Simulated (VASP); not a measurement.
Input of a VASP 6.6.1 run:

The input INCAR:

```
  PREC = Accurate
  ENCUT = 520
  EDIFF = 1E-6
  ISMEAR = -1
  SIGMA = 0.1
  LREAL = F
  LASPH = T
  NELM = 80
  ALGO = Normal
  ISIF = 2
  LWAVE = F
  LCHARG = F
  GGA = CA
  NBANDS = 12
```

File KPOINTS:

```
Automatic mesh
0
Gamma
  12 12 12
```

File POSCAR:

```
La
1.0
    0.0000000000      2.5525413404      2.5525413404
    2.5525413404      0.0000000000      2.5525413404
    2.5525413404      2.5525413404      0.0000000000
La
1
Direct
    0.0000000000      0.0000000000      0.0000000000
```

Potentials or basis: VASP PAW LDA potentials, release 64 (La).

The run is started by

```sh
$ cat potpaw_LDA.64/La/POTCAR > POTCAR
$ mpirun -np 1 vasp_std > vasp.out
```

Task: What does it give for the pressure?

Result: -1.1 GPa.
